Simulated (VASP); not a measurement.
# C (P6_3/mmc) in VASP: settings compared

Aim: see how the results for C move with the level of theory and the settings. Levels: BLYP+D4, LDA. Tasks: single point.

The COD entry that gives the cell may itself be a prediction, so a difference from it is no test against experiment.

Program: VASP 6.6.1. These are calculated values, not measurements. Logs are shortened: lines on timing, memory, paths and dates and some standing lists are left out, and cuts for length are marked.

## (1) The cell of the first run

Symmetry: P6_3/mmc, No. 194, hexagonal system. The conventional cell has a = 2.539 Å, b = 2.539 Å, c = 8.292 Å, α = 90.00°, β = 90.00°, γ = 120.00°. C (site symmetry 3m) has 4 C at 1.55 Å within 2.1 Å. Within 2.1 Å of C (site symmetry 3m) lie 4 C at 1.55 Å.

## (2) Single point, BLYP+D4

INCAR reads:

```
AGGAC = 1.0
AGGAX = 1.0
ALDAC = 0.0
ALDAX = 1.0
ALGO = Normal
EDIFF = 1E-7
ENCUT = 520
GGA = B5
ISIF = 2
ISMEAR = -1
IVDW = 13
LASPH = T
LCHARG = F
LREAL = F
LWAVE = F
NBANDS = 26
NELM = 100
PREC = Accurate
SIGMA = 0.05
VDW_A1 = 0.44488865
VDW_A2 = 4.0933009
VDW_S6 = 1.0
VDW_S8 = 2.34076671
```

KPOINTS reads:

```
k-points
0
Gamma
  12 12 4
```

POSCAR reads:

```
C
1.0
    2.5388031358      0.0000000000      0.0000000000
   -1.2694015679      2.1986680108      0.0000000000
    0.0000000000      0.0000000000      8.2916519209
C
8
Direct
    0.6666666667      0.3333333333      0.8437500000
    0.3333333333      0.6666666667      0.3437500000
    0.6666666667      0.3333333333      0.6562500000
    0.3333333333      0.6666666667      0.1562500000
    0.0000000000      0.0000000000      0.9062500000
    0.0000000000      0.0000000000      0.4062500000
    0.0000000000      0.0000000000      0.5937500000
    0.0000000000      0.0000000000      0.0937500000
```

Potentials or basis: VASP PAW PBE potentials, release 64 (C).

Started as:

```sh
cat potpaw_PBE.64/C/POTCAR > POTCAR
mpirun -np 1 vasp_std > vasp.out
```

OUTCAR:

```text
EDIFF = 1E-7
   ENCUT = 520
   GGA = B5
   ISIF = 2
   ISMEAR = -1
   IVDW = 13
   LASPH = T
   LREAL = F
   NELM = 100
   PREC = Accurate

 ion  position               nearest neighbor table
   1  0.667  0.333  0.844-   3 1.55   5 1.55   5 1.55   5 1.55
   2  0.333  0.667  0.344-   4 1.55   6 1.55   6 1.55   6 1.55
   3  0.667  0.333  0.656-   1 1.55   7 1.55   7 1.55   7 1.55
   4  0.333  0.667  0.156-   2 1.55   8 1.55   8 1.55   8 1.55
   5  0.000  0.000  0.906-   8 1.55   1 1.55   1 1.55   1 1.55
   6  0.000  0.000  0.406-   7 1.55   2 1.55   2 1.55   2 1.55
   7  0.000  0.000  0.594-   6 1.55   3 1.55   3 1.55   3 1.55
   8  0.000  0.000  0.094-   5 1.55   4 1.55   4 1.55   4 1.55

  LATTYP: Found a hexagonal cell.
 ALAT       =     2.5388031358
 C/A-ratio  =     3.2659688355

  Lattice vectors:

 A1 = (   2.5388031358,   0.0000000000,   0.0000000000)
 A2 = (  -1.2694015679,   2.1986680108,   0.0000000000)
 A3 = (   0.0000000000,   0.0000000000,   8.2916519209)

Analysis of symmetry for initial positions (statically):
=====================================================================
 Subroutine PRICEL returns:
 Original cell was already a primitive cell.

 Routine SETGRP: Setting up the symmetry group for a
 hexagonal supercell.

 Subroutine GETGRP returns: Found 24 space group operations
 (whereof 12 operations were pure point group operations)
 out of a pool of 24 trial point group operations.

The static configuration has the point symmetry D_3d.
 The point group associated with its full space group is D_6h.

Analysis of symmetry for dynamics (positions and initial velocities):
=====================================================================
 Subroutine PRICEL returns:
 Original cell was already a primitive cell.

 Routine SETGRP: Setting up the symmetry group for a
 hexagonal supercell.

 Subroutine GETGRP returns: Found 24 space group operations
 (whereof 12 operations were pure point group operations)
 out of a pool of 24 trial point group operations.

The dynamic configuration has the point symmetry D_3d.
 The point group associated with its full space group is D_6h.

 Subroutine INISYM returns: Found 24 space group operations
 (whereof 12 operations are pure point group operations),
 and found     1 'primitive' translations

----------------------------------------------------------------------------------------

                                     Primitive cell

  volume of cell :      46.2839

  direct lattice vectors                    reciprocal lattice vectors
     2.538803136  0.000000000  0.000000000     0.393886389  0.227410413  0.000000000
    -1.269401568  2.198668011  0.000000000     0.000000000  0.454820826  0.000000000
     0.000000000  0.000000000  8.291651921     0.000000000  0.000000000  0.120603230

  length of vectors
     2.538803136  2.538803136  8.291651921     0.454820826  0.454820826  0.120603230

  position of ions in fractional coordinates (direct lattice)
     0.666666667  0.333333333  0.843750000
     0.333333333  0.666666667  0.343750000
     0.666666667  0.333333333  0.656250000
     0.333333333  0.666666667  0.156250000
     0.000000000  0.000000000  0.906250000
     0.000000000  0.000000000  0.406250000
     0.000000000  0.000000000  0.593750000
     0.000000000  0.000000000  0.093750000

  ion indices of the primitive-cell ions
   primitive index   ion index
                 1           1
                 2           2
                 3           3
                 4           4
                 5           5
                 6           6
                 7           7
                 8           8

----------------------------------------------------------------------------------------

 KPOINTS: k-points

Automatic generation of k-mesh.
 Grid dimensions read from file:
 generate k-points for:   12   12    4

 Generating k-lattice:

  Cartesian coordinates                     Fractional coordinates (reciprocal lattice)
     0.032823866  0.018950868  0.000000000     0.083333333 -0.000000000  0.000000000
     0.000000000  0.037901735  0.000000000     0.000000000  0.083333333  0.000000000
     0.000000000  0.000000000  0.030150807     0.000000000  0.000000000  0.250000000

  Length of vectors
     0.037901735  0.037901735  0.030150807

  Shift w.r.t. Gamma in fractional coordinates (k-lattice)
     0.000000000  0.000000000  0.000000000

 Subroutine IBZKPT returns following result:
 ===========================================

 Found     57 irreducible k-points:

 Following reciprocal coordinates:
            Coordinates               Weight
  0.000000  0.000000  0.000000      1.000000
  0.083333  0.000000  0.000000      6.000000
  0.166667  0.000000  0.000000      6.000000
  0.250000  0.000000  0.000000      6.000000
  0.333333 -0.000000  0.000000      6.000000
  0.416667  0.000000  0.000000      6.000000
[... 16 lines left out ...]
  0.250000  0.000000  0.250000     12.000000
  0.333333 -0.000000  0.250000     12.000000
 [... further k-points ...]
   k-points           NKPTS =     57   k-points in BZ     NKDIM =     57   number of bands    NBANDS=     26
   number of dos      NEDOS =    301   number of ions     NIONS =      8
   total plane-waves  NPLWV =  25600
   dimension x,y,z NGX =    20 NGY =   20 NGZ =   64
   dimension x,y,z NGXF=    40 NGYF=   40 NGZF=  128
   ions per type =               8
   NGX,Y,Z   is equivalent  to a cutoff of  13.10, 13.10, 12.83 a.u.
   NGXF,Y,Z  is equivalent  to a cutoff of  26.19, 26.19, 25.66 a.u.
 SYSTEM =  unknown system
   PREC   = accura    normal or accurate (medium, high low for compatibility)
   ISTART =      0    job   : 0-new  1-cont  2-samecut
   ICHARG =      2    charge: 1-file 2-atom 10-const
   ISPIN  =      1    spin polarized calculation?
   LNONCOLLINEAR =      F non collinear calculations
   LSORBIT =      F    spin-orbit coupling
   LASPH  =      T    aspherical Exc in radial PAW
   ENCUT  =  520.0 eV  38.22 Ry    6.18 a.u.   4.72  4.72 15.42*2*pi/ulx,y,z
   NELM   =    100;   NELMIN=  2; NELMDL= -5     # of ELM steps
   EDIFF  = 0.1E-06   stopping-criterion for ELM
   LREAL  =      F    real-space projection
   EDIFFG = 0.1E-05   stopping-criterion for IOM
   NSW    =      0    number of steps for IOM
   IBRION =     -1    ionic relax: 0-MD 1-quasi-New 2-CG
   NFREE  =      0    steps in history (QN), initial steepest desc. (CG)
   ISIF   =      2    stress and relaxation
   ISYM   =      2    0-nonsym 1-usesym 2-fastsym
   POTIM  = 0.5000    time-step for ionic-motion
   TEBEG  =    0.0;   TEEND  =   0.0 temperature during run
   PSTRESS=    0.0 pullay stress
   NELECT =      32.0000    total number of electrons
   NUPDOWN=      -1.0000    fix difference up-down
   EMIN   =  10.00;   EMAX   =-10.00  energy-range for DOS
   EFERMI =   0.00;   METHOD = LEGACY
   ISMEAR =    -1;   SIGMA  =   0.05  broadening in eV -4-tet -1-fermi 0-gaus
   EFERMI_NEDOS =   21; number of points for ismear=-14 and -15
   IALGO  =     38    algorithm
   IMIX   =      4    mixing-type and parameters
     AMIX     =   0.40;   BMIX     =  1.00
     AMIX_MAG =   1.60;   BMIX_MAG =  1.00
  volume/ion in A,a.u.               =       5.79        39.04
  Fermi-wavevector in a.u.,A,eV,Ry     =   1.447599  2.735565 28.511587  2.095543
  Thomas-Fermi vector in A             =   2.565535
   LORBIT       =      0    0 simple, 1 ext, 2 COOP (PROOUT), +10 PAW based schemes
   GGA     = B5    functional components
   LHFCALC =     F    Hartree Fock is set to
   AEXX    =    0.0000 exact exchange contribution
   IVDW    =    13    specifies the selected vdW correction
   LEPSILON=     F    determine dielectric tensor
   LRPA    =     F    only Hartree local field effects (RPA)
 non-spin polarized calculation
  energy-cutoff  :      520.00
  volume of cell :       46.28
 maximum number of plane-waves:      1267
 NGX is ok and might be reduce to    20
   NGX =  9   NGY =  9   NGZ = 31

 number of electron      31.9999994 magnetization

 Free energy of the ion-electron system (eV)
  ---------------------------------------------------
  ext. energy  EPLUGINS =         0.00000000
  ---------------------------------------------------
  free energy    TOTEN  =       -66.80466753 eV

  energy without entropy =      -66.80466753  energy(sigma->0) =      -66.80466753

 E-fermi :  10.8746     XC(G=0): -12.4473

 val. band max:        9.8579690184   @ k =   0.0000   0.0000   0.0000
 cond. band min:      14.5561004039   @ k =   0.4167   0.0000   0.0000
 fundamental gap:      4.6981313854
 Fermi energy:        10.8745557837

 k-point     1 :       0.0000    0.0000    0.0000
  band No.  band energies     occupation
      1     -11.2143      2.00000
      2      -9.5569      2.00000
      3      -9.5090      2.00000
      4      -5.5980      2.00000
      5      -3.1777      2.00000
      6       3.3738      2.00000
[... 18 lines left out ...]
     25      18.0329      0.00000
     26      18.0576      0.00000

 k-point     2 :       0.0833    0.0000    0.0000
  band No.  band energies     occupation
      1     -11.0473      2.00000
      2      -9.3934      2.00000
      3      -9.3447      2.00000
      4      -5.4489      2.00000
      5      -3.0276      2.00000
      6       3.4464      2.00000
[... 18 lines left out ...]
     25      18.5020      0.00000
     26      18.6115      0.00000

 k-point     3 :       0.1667    0.0000    0.0000
  band No.  band energies     occupation
      1     -10.5485      2.00000
      2      -8.9056      2.00000
      3      -8.8540      2.00000
      4      -5.0037      2.00000
      5      -2.5914      2.00000
      6       3.5564      2.00000
[... 572 lines left out ...]
 k-point    23 :       0.2500    0.0000    0.2500
  band No.  band energies     occupation
      1      -9.6205      2.00000
      2      -8.7909      2.00000
      3      -7.1700      2.00000
      4      -4.9707      2.00000
      5      -1.1161      2.00000
      6       1.7114      2.00000
[... 18 lines left out ...]
     25      20.2297      0.00000
     26      21.3430      0.00000

 k-point    24 :       0.3333   -0.0000    0.2500
  band No.  band energies     occupation
      1      -8.4911      2.00000
      2      -7.6769      2.00000
      3      -6.0935      2.00000
      4      -3.9676      2.00000
      5      -1.0763      2.00000
      6      -0.0441      2.00000
[... 18 lines left out ...]
     25      20.2490      0.00000
     26      22.1149      0.00000

 [... further k-points ...]

------------------------ aborting loop because EDIFF is reached ----------------------------------------

  DFT-D4 for vdW energy calculation

  Edisp (eV):   -3.26134

  FORCE on cell =-STRESS in cart. coord.  units (eV):
  Direction    XX          YY          ZZ          XY          YZ          ZX
  --------------------------------------------------------------------------------------
  -------------------------------------------------------------------------------------
  Total      -3.05525    -3.05525     0.33875     0.00000    -0.00000     0.00000
  in kB    -105.76151  -105.76151    11.72639     0.00000    -0.00000     0.00000
  external pressure =      -66.60 kB  Pullay stress =        0.00 kB

 VOLUME and BASIS-vectors are now :
 -----------------------------------------------------------------------------
  energy-cutoff  :      520.00
  volume of cell :       46.28
      direct lattice vectors                 reciprocal lattice vectors
     2.538803136  0.000000000  0.000000000     0.393886389  0.227410413  0.000000000
    -1.269401568  2.198668011  0.000000000     0.000000000  0.454820826  0.000000000
     0.000000000  0.000000000  8.291651921     0.000000000  0.000000000  0.120603230

 POSITION                                       TOTAL-FORCE (eV/Angst)
 -----------------------------------------------------------------------------------
      1.26940      0.73289      6.99608         0.000000     -0.000000      0.301490
     -0.00000      1.46578      2.85026        -0.000000     -0.000000      0.301490
      1.26940      0.73289      5.44140         0.000000     -0.000000     -0.301490
     -0.00000      1.46578      1.29557        -0.000000      0.000000     -0.301490
      0.00000      0.00000      7.51431         0.000000     -0.000000      0.324173
      0.00000      0.00000      3.36848        -0.000000      0.000000      0.324173
      0.00000      0.00000      4.92317         0.000000     -0.000000     -0.324173
      0.00000      0.00000      0.77734        -0.000000      0.000000     -0.324173
 -----------------------------------------------------------------------------------
    total drift:                               -0.000000      0.000000      0.000000

  FREE ENERGIE OF THE ION-ELECTRON SYSTEM (eV)
  ---------------------------------------------------
  free  energy   TOTEN  =       -70.0660037886 eV

  energy  without entropy=      -70.0660037886  energy(sigma->0) =      -70.06600379
```

Run time: 59 s. Hardware: 1 thread of AMD EPYC 9R45 (Zen 5), shared host; peak memory 0.15 GiB.

What came out:

- Free energy: -70.0660 eV
- Pressure: -6.7 GPa
- Largest force: 0.324 eV/Å
- Band gap on the k mesh: 4.70 eV, indirect (least direct gap 5.30 eV)
- Dispersion energy per atom: -0.408 eV

Forces in eV/Å, atoms in the order of the input:
```
C    0.000  0.000  0.301
C    0.000  0.000  0.301
C    0.000  0.000 -0.301
C    0.000  0.000 -0.301
C    0.000  0.000  0.324
C    0.000  0.000  0.324
C    0.000  0.000 -0.324
C    0.000  0.000 -0.324
```

Stress tensor (GPa, compression positive):
```
-10.58   0.00   0.00
  0.00 -10.58   0.00
  0.00   0.00   1.17
```

Caveat: the PAW data sets were made with another functional, which shifts forces and pressure a little. A k mesh can miss the band edges.

(Part 1 of 2 ends here.)
